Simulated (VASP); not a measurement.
The system is TiO2.

```
Ti O
1.0
     6.15358   -1.88347    0.00000
     6.15358    1.88347    0.00000
    -1.92833    0.00000    6.32897
Ti O
4 8
Direct
  0.90007 0.90007 0.28960
  0.19529 0.19529 0.28376
  0.09993 0.09993 0.71040
  0.80471 0.80471 0.71624
  0.36193 0.36193 0.29340
  0.26349 0.26349 0.65250
  0.86719 0.86719 0.99529
  0.73651 0.73651 0.34750
  0.94165 0.94165 0.63002
  0.13281 0.13281 0.00471
  0.63807 0.63807 0.70660
  0.05835 0.05835 0.36998
```

Base run:

| Item | Value |
| --- | --- |
| Program | VASP 6.6.1 |
| Functional | revPBE |
| Potentials or basis | VASP PAW PBE potentials, release 64 (Ti_sv, O) |
| Cutoff | 520 eV |
| k mesh | 8 × 8 × 4 |
| Occupations | fermi-dirac, width 0.05 eV |
| Spin | no spin polarisation |

Its results: band gap on the k mesh 2.75 eV (least direct gap 2.92 eV); pressure 2.5 GPa; largest force 0.142 eV/Å.

Task: After a change of settings the same cell gave: band gap on the k mesh 2.75 eV (least direct gap 2.90 eV); pressure -0.5 GPa; largest force 0.114 eV/Å. Which change was it?
A. functional from revPBE to BLYP
B. functional from revPBE to PBEsol
C. dispersion from none to D4
D. functional from revPBE to PBE; k mesh from 8 × 8 × 4 to 6 × 6 × 3

Result: D.

Caveats: the PAW data sets were made with another functional, which shifts forces and pressure a little (at least some runs); an odd mesh through Γ misses points on the zone boundary, where band edges can lie (at least some runs).
